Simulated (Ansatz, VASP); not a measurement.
## SiC in VASP and in Ansatz

Contents of INCAR:

```
ALGO = Normal ; EDIFF = 1E-6
ENCUT = 520 ; GGA = PE
ISIF = 2 ; ISMEAR = 0
LASPH = True ; LCHARG = False
LREAL = False ; LWAVE = False
NBANDS = 26 ; NELM = 80
PREC = Accurate ; SIGMA = 0.05
```

Contents of KPOINTS:

```
k-points
0
Gamma
  12 12 4
```

The input POSCAR:

```
SiC
1.0
    3.0940652517      0.0000000000      0.0000000000
   -1.5470326258      2.6795391090      0.0000000000
    0.0000000000      0.0000000000      9.8591000000
Si C
4 4
Direct
    0.6666666667      0.3333333333      0.9378436843
    0.3333333333      0.6666666667      0.4378436843
    0.0000000000      0.0000000000      0.6878989045
    0.0000000000      0.0000000000      0.1878989045
    0.6666666667      0.3333333333      0.7498087506
    0.3333333333      0.6666666667      0.2498087506
    0.0000000000      0.0000000000      0.5004476606
    0.0000000000      0.0000000000      0.0004476606
```

Input for Ansatz:

```yaml
crystal:
  lattice:
    - [3.0940652517, 0.0, 0.0]
    - [-1.5470326258, 2.679539109, 0.0]
    - [0.0, 0.0, 9.8591]
  atoms:
    - { symbol: Si, position: [0.6666666667, 0.3333333333, 0.9378436843] }
    - { symbol: Si, position: [0.3333333333, 0.6666666667, 0.4378436843] }
    - { symbol: Si, position: [0.0, 0.0, 0.6878989045] }
    - { symbol: Si, position: [0.0, 0.0, 0.1878989045] }
    - { symbol: C, position: [0.6666666667, 0.3333333333, 0.7498087506] }
    - { symbol: C, position: [0.3333333333, 0.6666666667, 0.2498087506] }
    - { symbol: C, position: [0.0, 0.0, 0.5004476606] }
    - { symbol: C, position: [0.0, 0.0, 0.0004476606] }
basis:
  ecutwfc: 520.0
kpoints:
  mp_grid: { grid: [12, 12, 4] }
hamiltonian:
  xc: pbe
  pseudopotentials: { kind: paw, azcp: { folder: soft_1 } }
scf:
  occupations: { method: gaussian, width: 0.05 }
output:
  forces: true
  stress: true
  eigenvalues: true
```

Alike in both runs: task single point; functional PBE; k mesh 12 × 12 × 4; occupations gaussian, width 0.05 eV; no spin polarisation.

```csv
,VASP,Ansatz
version,VASP 6.6.1,Ansatz 0.2.0
potentials or method,"VASP PAW PBE potentials, release 64 (Si, C), cutoff 520 eV","scalar-relativistic, plane waves, PAW"
valence electrons in the cell,32,32
```

```tsv
	VASP	Ansatz	Ansatz less VASP
gap on the k mesh at the Fermi level (eV)	2.20	2.20	+0.004
least direct gap on the mesh (eV)	3.32	3.32	+0.005
pressure (GPa)	6.2	6.3	+0.06
traceless stress, the component that is largest in VASP (GPa)	10.52	10.48	-0.039
rms of the force components (eV/Å)	0.186	0.187	+0.0005
```

Atom by atom the forces differ by 0.001 eV/Å (rms over components). The functional is the same, so the differences come from potentials, cutoffs and numerics.
